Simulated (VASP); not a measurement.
A run of VASP 6.6.1:

File POSCAR:

```
MgS
1.0
    0.0000000000      2.8331200450      2.8331200450
    2.8331200450      0.0000000000      2.8331200450
    2.8331200450      2.8331200450      0.0000000000
S Mg
1 1
Direct
    0.7500000000      0.7500000000      0.7500000000
    0.0000000000      0.0000000000      0.0000000000
```

INCAR.step1

```
SYSTEM = MgS
ALGO = Normal
EDIFF = 1E-5
ENCUT = 520
GGA = PE
GGA_COMPAT = .FALSE.
ISIF = 2
ISMEAR = -1
LASPH = .TRUE.
LCHARG = .FALSE.
LREAL = .FALSE.
LWAVE = .TRUE.
NBANDS = 11
NELM = 120
PREC = Accurate
SIGMA = 0.1
```

File INCAR.step2:

```
SYSTEM = MgS
AEXX = 0.25
ALGO = Normal
EDIFF = 1E-6
ENCUT = 520
GGA = PE
GGA_COMPAT = .FALSE.
ISIF = 2
ISMEAR = -1
ISTART = 1
LASPH = .TRUE.
LCHARG = .FALSE.
LHFCALC = .TRUE.
LREAL = .FALSE.
LWAVE = .FALSE.
NBANDS = 11
NELM = 120
PREC = Accurate
PRECFOCK = Normal
SIGMA = 0.1
```

File KPOINTS:

```
k-points
0
G
  5 5 5
  0 0 0
```

Potentials or basis: VASP PAW PBE potentials, release 64 (S, Mg).

Command:

```sh
$ cat potpaw_PBE.64/S/POTCAR potpaw_PBE.64/Mg/POTCAR > POTCAR
$ cp INCAR.step1 INCAR
$ mpirun -np 1 vasp_std > vasp.out
$ cp INCAR.step2 INCAR
$ mpirun -np 1 vasp_std > vasp.out
```

Hardware: 1 thread of Intel(R) Xeon(R) 6975P-C (Granite Rapids), with other jobs on the host.

**Question.** How long does it take, and how much memory?

**Answer.** It took 120 s on 1 thread of Intel(R) Xeon(R) 6975P-C (Granite Rapids) (shared host), peak memory 0.18 GiB. Counts: k points 10.
